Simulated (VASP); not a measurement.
AlN, 4 atoms in the cell. The structure is hexagonal, space group P6_3/mmc (No. 194). The conventional cell has a = 3.244 Å, b = 3.244 Å, c = 4.044 Å, α = 90.00°, β = 90.00°, γ = 120.00°. Al (site symmetry -6m2) has 5 N at 1.87 to 2.02 Å within 2.5 Å. Within 2.5 Å of N (site symmetry -6m2) lie 5 Al at 1.87 to 2.02 Å. 

- Program: VASP 6.6.1
- Task: single point
- Functional: LDA
- Potentials or basis: VASP PAW LDA potentials, release 64 (Al, N)
- Cutoff: 520 eV
- k mesh: 6 × 6 × 4
- Occupations: gaussian, width 0.01 eV
- Spin: no spin polarisation
- Dipole correction: no
- Further INCAR settings: ALGO = Normal; EDIFF = 1e-07; NBANDS = 16

Potentials or basis: VASP PAW LDA potentials, release 64 (Al, N).

Run with:

```bash
$ cat potpaw_LDA.64/Al/POTCAR potpaw_LDA.64/N/POTCAR > POTCAR
$ mpirun -np 1 vasp_std > vasp.out
```

Hardware: 1 thread of Intel Xeon 6975P-C (shared host).

**Question.** Estimate the wall time of this run.

**Answer.** It took 7.5 s on 1 thread of Intel Xeon 6975P-C (shared host), peak memory 0.13 GiB. Counts: scf iterations 14, k points 21.
